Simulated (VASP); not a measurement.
# Al3GaAs4 (P-4m2) in VASP: further runs, part 2 of 3

VASP 6.6.1. Earlier steps stand in the parts before.

**3. Single point, PBE**

Input file INCAR:

```
SYSTEM = Al3GaAs4
PREC = Accurate
ENCUT = 520
EDIFF = 1E-6
ISMEAR = 0
SIGMA = 0.02
LREAL = .FALSE.
LASPH = .TRUE.
NELM = 100
ALGO = Normal
ISIF = 2
LWAVE = .FALSE.
LCHARG = .FALSE.
GGA = PE
NBANDS = 31
```

Input file KPOINTS:

```
regular mesh
0
G
  8 8 4
  0 0 0
```

Input file POSCAR:

```
Al3GaAs4
1.0
    4.0554811000      0.0000000000      0.0000000000
    0.0000000000      4.0554811000      0.0000000000
    0.0000000000      0.0000000000     11.4558324000
Al Ga As
3 1 4
Direct
    0.0000000000      0.0000000000      0.7497630000
    0.0000000000      0.0000000000      0.2502370000
    0.5000000000      0.5000000000      0.5000000000
    0.5000000000      0.5000000000      0.0000000000
    0.5000000000      0.0000000000      0.8741310000
    0.0000000000      0.5000000000      0.1258690000
    0.5000000000      0.0000000000      0.3751050000
    0.0000000000      0.5000000000      0.6248950000
```

Potentials or basis: VASP PAW PBE potentials, release 64 (Al, Ga_d, As).

On the command line:

```bash
> cat potpaw_PBE.64/Al/POTCAR potpaw_PBE.64/Ga_d/POTCAR potpaw_PBE.64/As/POTCAR > POTCAR
> mpirun -np 1 vasp_std > vasp.out
```

OUTCAR:

```text
SYSTEM = Al3GaAs4
   PREC = Accurate
   ENCUT = 520
   EDIFF = 1E-6
   ISMEAR = 0
   LREAL = .FALSE.
   LASPH = .TRUE.
   NELM = 100
   ISIF = 2
   GGA = PE

 ion  position               nearest neighbor table
   1  0.000  0.000  0.750-   5 2.48   5 2.48   8 2.48   8 2.48
   2  0.000  0.000  0.250-   6 2.48   6 2.48   7 2.48   7 2.48
   3  0.500  0.500  0.500-   7 2.48   8 2.48   7 2.48   8 2.48
   4  0.500  0.500  0.000-   5 2.49   6 2.49   5 2.49   6 2.49
   5  0.500  0.000  0.874-   1 2.48   1 2.48   4 2.49   4 2.49
   6  0.000  0.500  0.126-   2 2.48   2 2.48   4 2.49   4 2.49
   7  0.500  0.000  0.375-   2 2.48   2 2.48   3 2.48   3 2.48
   8  0.000  0.500  0.625-   1 2.48   1 2.48   3 2.48   3 2.48

  LATTYP: Found a simple tetragonal cell.
 ALAT       =     4.0554811000
 C/A-ratio  =     2.8247776571

  Lattice vectors:

 A1 = (   4.0554811000,   0.0000000000,   0.0000000000)
 A2 = (   0.0000000000,   4.0554811000,   0.0000000000)
 A3 = (   0.0000000000,   0.0000000000,  11.4558324000)

Analysis of symmetry for initial positions (statically):
[... 193 lines left out ...]
  band No.  band energies     occupation
      1     -10.9221      2.00000
      2     -10.8546      2.00000
      3     -10.8546      2.00000
      4     -10.8171      2.00000
      5     -10.8012      2.00000
      6      -8.2980      2.00000
[... 805 lines left out ...]
     30       8.7805      0.00000
     31       8.8648      0.00000

 [... further k-points ...]

------------------------ aborting loop because EDIFF is reached ----------------------------------------

  FORCE on cell =-STRESS in cart. coord.  units (eV):
  Direction    XX          YY          ZZ          XY          YZ          ZX
  --------------------------------------------------------------------------------------
  -------------------------------------------------------------------------------------
  Total        0.1809127      0.1809127      0.1909627      0.0000000      0.0000000      0.0000000
  in kB        1.5383962      1.5383962      1.6238571      0.0000000      0.0000000      0.0000000
  external PRESSURE =       1.5668832 kB  Pullay stress =       0.0000000 kB

 VOLUME and BASIS-vectors are now :
 -----------------------------------------------------------------------------
  energy-cutoff  :      520.00
  volume of cell :      188.41
      direct lattice vectors                 reciprocal lattice vectors
     4.055481100  0.000000000  0.000000000     0.246579869  0.000000000  0.000000000
     0.000000000  4.055481100  0.000000000     0.000000000  0.246579869  0.000000000
     0.000000000  0.000000000 11.455832400     0.000000000  0.000000000  0.087291780

 POSITION                                       TOTAL-FORCE (eV/Angst)
 -----------------------------------------------------------------------------------
      0.00000      0.00000      8.58916        -0.000000      0.000000     -0.000515
      0.00000      0.00000      2.86667         0.000000      0.000000      0.000515
      2.02774      2.02774      5.72792        -0.000000     -0.000000      0.000000
      2.02774      2.02774      0.00000        -0.000000     -0.000000      0.000000
      2.02774      0.00000     10.01390        -0.000000      0.000000     -0.004430
      0.00000      2.02774      1.44193        -0.000000      0.000000      0.004430
      2.02774      0.00000      4.29714        -0.000000      0.000000     -0.000118
      0.00000      2.02774      7.15869        -0.000000      0.000000      0.000118
 -----------------------------------------------------------------------------------
    total drift:                                0.000000      0.000000      0.000000

  FREE ENERGIE OF THE ION-ELECTRON SYSTEM (eV)
  ---------------------------------------------------
  free  energy   TOTEN  =       -36.4259052515 eV

  energy  without entropy=      -36.4259052515  energy(sigma->0) =      -36.42590525
```

OSZICAR:

```text
N       E                     dE             d eps       ncg     rms          rms(c)
DAV:   1     0.234925544596E+03    0.23493E+03   -0.16843E+04  2797   0.130E+03
DAV:   2    -0.690597879255E+01   -0.24183E+03   -0.22739E+03  3093   0.295E+02
DAV:   3    -0.360657777004E+02   -0.29160E+02   -0.28611E+02  3372   0.924E+01
DAV:   4    -0.372036369782E+02   -0.11379E+01   -0.11344E+01  3645   0.194E+01
DAV:   5    -0.372257264384E+02   -0.22089E-01   -0.22083E-01  3473   0.256E+00    0.610E+00
DAV:   6    -0.365246214126E+02    0.70111E+00   -0.11003E+00  3657   0.798E+00    0.350E+00
DAV:   7    -0.364238111877E+02    0.10081E+00   -0.67562E-01  3355   0.302E+00    0.115E+00
DAV:   8    -0.364244228004E+02   -0.61161E-03   -0.59978E-02  3379   0.203E+00    0.222E-01
DAV:   9    -0.364253644558E+02   -0.94166E-03   -0.59873E-03  3774   0.883E-01    0.105E-01
DAV:  10    -0.364256675303E+02   -0.30307E-03   -0.56173E-04  3322   0.143E-01    0.564E-02
DAV:  11    -0.364258959399E+02   -0.22841E-03   -0.33896E-04  3326   0.117E-01    0.131E-02
DAV:  12    -0.364259019018E+02   -0.59619E-05   -0.22139E-05  3777   0.298E-02    0.647E-03
DAV:  13    -0.364259047049E+02   -0.28031E-05   -0.73808E-06  3276   0.126E-02    0.333E-03
DAV:  14    -0.364259052515E+02   -0.54660E-06   -0.38367E-07  2102   0.433E-03
   1 F= -.36425905E+02 E0= -.36425905E+02  d E =-.817955E-18
```

stdout:

```text
POSCAR found type information on POSCAR AlGaAs
 POSCAR found :  3 types and       8 ions
 scaLAPACK will be used
 LDA part: xc-table for (Slater+PW92), standard interpolation
 POSCAR, INCAR and KPOINTS ok, starting setup
 FFT: planning ... GRIDC
 FFT: planning ... GRID_SOFT
 FFT: planning ... GRID
 WAVECAR not read
 entering main loop
```

It took 2.8 min on 1 thread of Intel Xeon 6975P-C (Granite Rapids), shared host; peak memory 0.42 GiB.

Results:

| Quantity | Value |
| --- | --- |
| Free energy | -36.4259 eV |
| Pressure | 0.2 GPa |
| Largest force | 0.004 eV/Å |
| Band gap on the k mesh | 1.27 eV, direct |

Forces on the atoms (eV/Å):
```
Al   0.000  0.000 -0.001
Al   0.000  0.000  0.001
Al   0.000  0.000  0.000
Ga   0.000  0.000  0.000
As   0.000  0.000 -0.004
As   0.000  0.000  0.004
As   0.000  0.000  0.000
As   0.000  0.000  0.000
```

Levels at points of the mesh, in eV from the valence-band top:
| k point | band 17 | band 18 | band 19 | band 20 | band 21 | band 22 | band 23 | band 24 | band 25 | band 26 |
| --- | --- | --- | --- | --- | --- | --- | --- | --- | --- | --- |
| (0.00, 0.00, 0.00) | -1.33 | -1.33 | -0.01 | 0.00 | 0.00 | 1.27 | 1.51 | 2.15 | 2.39 | 2.54 |
| (0.50, 0.00, 0.00) | -0.97 | -0.90 | -0.89 | -0.85 | -0.80 | 1.44 | 1.96 | 3.13 | 3.21 | 4.56 |
| (0.50, 0.50, 0.00) | -2.81 | -2.20 | -2.20 | -2.20 | -2.20 | 1.50 | 1.50 | 1.87 | 2.37 | 4.41 |
| (0.00, 0.00, 0.50) | -1.37 | -0.60 | -0.60 | -0.43 | -0.43 | 1.59 | 1.86 | 2.36 | 2.58 | 2.90 |
| (0.50, 0.00, 0.50) | -1.81 | -0.96 | -0.96 | -0.92 | -0.81 | 2.21 | 2.77 | 2.78 | 2.86 | 4.46 |
| (0.50, 0.50, 0.50) | -2.62 | -2.55 | -2.55 | -2.54 | -2.54 | 2.41 | 2.41 | 2.67 | 2.67 | 2.76 |

A k mesh can miss the band edges. Expect the measured gap to be larger: semilocal functionals such as PBE lack the derivative discontinuity.

**4. Single point, PBE**

Input file INCAR:

```
PREC = Accurate
ENCUT = 520
EDIFF = 1E-6
ISMEAR = 0
SIGMA = 0.01
LREAL = False
LASPH = True
NELM = 100
ALGO = Normal
ISIF = 2
LWAVE = False
LCHARG = False
GGA = PE
NBANDS = 31
```

Input file KPOINTS:

```
regular mesh
0
Gamma
  8 8 4
```

Input file POSCAR:

```
Al3GaAs4
1.0
    4.0551791633      0.0000000000      0.0000000000
    0.0000000000      4.0551791633      0.0000000000
    0.0000000000      0.0000000000     11.4573076120
Al Ga As
3 1 4
Direct
    0.0000000000      0.0000000000      0.7497325204
    0.0000000000      0.0000000000      0.2502674796
    0.5000000000      0.5000000000      0.5000000000
    0.5000000000      0.5000000000      0.0000000000
    0.5000000000      0.0000000000      0.8741067853
    0.0000000000      0.5000000000      0.1258932147
    0.5000000000      0.0000000000      0.3751186266
    0.0000000000      0.5000000000      0.6248813734
```

On the command line:

```bash
> cat potpaw_PBE.64/Al/POTCAR potpaw_PBE.64/Ga_d/POTCAR potpaw_PBE.64/As/POTCAR > POTCAR
> mpirun -np 1 vasp_std > vasp.out
```

It took 2.7 min on 1 thread of Intel Xeon 6975P-C (Granite Rapids), shared host; peak memory 0.42 GiB.

Results (log left out):

* Free energy: -36.4259 eV
* Pressure: 0.2 GPa
* Band gap on the k mesh: 1.27 eV, direct

Forces on the atoms (eV/Å):
```
Al   0.000  0.000  0.001
Al   0.000  0.000 -0.001
Al   0.000  0.000  0.000
Ga   0.000  0.000  0.000
As   0.000  0.000 -0.003
As   0.000  0.000  0.003
As   0.000  0.000  0.000
As   0.000  0.000  0.000
```

Levels at points of the mesh, in eV from the valence-band top:
```tsv
k point	band 18	band 19	band 20	band 21	band 22	band 23	band 24	band 25
(0.00, 0.00, 0.00)	-1.33	-0.02	0.00	0.00	1.27	1.51	2.15	2.39
(0.50, 0.00, 0.00)	-0.90	-0.89	-0.85	-0.80	1.44	1.96	3.13	3.21
(0.50, 0.50, 0.00)	-2.20	-2.20	-2.20	-2.20	1.50	1.50	1.87	2.37
(0.00, 0.00, 0.50)	-0.60	-0.60	-0.43	-0.43	1.59	1.86	2.36	2.58
(0.50, 0.00, 0.50)	-0.96	-0.96	-0.92	-0.81	2.21	2.77	2.78	2.86
(0.50, 0.50, 0.50)	-2.55	-2.55	-2.54	-2.54	2.40	2.40	2.66	2.66
```

A k mesh can miss the band edges.

**5. Single point, PBE**

Input file INCAR:

```
PREC     = Accurate       # precision mode
ENCUT    = 520            # plane-wave cutoff, eV
EDIFF    = 1E-6           # SCF threshold, eV
ISMEAR   = 0              # smearing method
SIGMA    = 0.01           # smearing width, eV
LREAL    = False          # projectors in reciprocal space
LASPH    = True           # aspherical terms in the spheres
NELM     = 60             # most SCF steps
ALGO     = Normal         # electronic algorithm
ISIF     = 2              # what is computed and relaxed
LWAVE    = False          # write WAVECAR
LCHARG   = False          # write CHGCAR
GGA      = PE             # functional
NBANDS   = 31             # bands
```

KPOINTS is that of step 4.

Input file POSCAR:

```
Al3GaAs4
1.0
    4.0551860550      0.0000000000      0.0000000000
    0.0000000000      4.0551860550      0.0000000000
    0.0000000000      0.0000000000     11.4573262896
Al Ga As
3 1 4
Direct
    0.0000000000      0.0000000000      0.7497322928
    0.0000000000      0.0000000000      0.2502677072
    0.5000000000      0.5000000000      0.5000000000
    0.5000000000      0.5000000000      0.0000000000
    0.5000000000      0.0000000000      0.8741065115
    0.0000000000      0.5000000000      0.1258934885
    0.5000000000      0.0000000000      0.3751187659
    0.0000000000      0.5000000000      0.6248812341
```

On the command line:

```bash
> cat potpaw_PBE.64/Al/POTCAR potpaw_PBE.64/Ga_d/POTCAR potpaw_PBE.64/As/POTCAR > POTCAR
> mpirun -np 1 vasp_std > vasp.out
```

Run time: 2.7 min. Hardware: 1 thread of Intel Xeon 6975P-C (Granite Rapids), shared host; peak memory 0.43 GiB.

It converged, with:

```yaml
Free_energy: -36.4259 eV
Pressure: 0.2 GPa
Band_gap_on_the_k_mesh: 1.27 eV, direct
```

Forces in eV/Å, atoms in the order of the input:
```
Al   0.000  0.000  0.001
Al   0.000  0.000 -0.001
Al   0.000  0.000  0.000
Ga   0.000  0.000  0.000
As   0.000  0.000 -0.003
As   0.000  0.000  0.003
As   0.000  0.000  0.000
As   0.000  0.000  0.000
```

Levels at points of the mesh, in eV from the valence-band top:
| k point | band 18 | band 19 | band 20 | band 21 | band 22 | band 23 | band 24 | band 25 |
| --- | --- | --- | --- | --- | --- | --- | --- | --- |
| (0.00, 0.00, 0.00) | -1.33 | -0.02 | 0.00 | 0.00 | 1.27 | 1.51 | 2.15 | 2.39 |
| (0.50, 0.00, 0.00) | -0.90 | -0.89 | -0.85 | -0.80 | 1.44 | 1.96 | 3.13 | 3.21 |
| (0.50, 0.50, 0.00) | -2.20 | -2.20 | -2.20 | -2.20 | 1.50 | 1.50 | 1.87 | 2.37 |
| (0.00, 0.00, 0.50) | -0.60 | -0.60 | -0.43 | -0.43 | 1.59 | 1.86 | 2.36 | 2.58 |
| (0.50, 0.00, 0.50) | -0.96 | -0.96 | -0.92 | -0.81 | 2.21 | 2.77 | 2.78 | 2.86 |
| (0.50, 0.50, 0.50) | -2.55 | -2.55 | -2.54 | -2.54 | 2.40 | 2.40 | 2.66 | 2.66 |

A k mesh can miss the band edges.

[end of part 2 of 3]
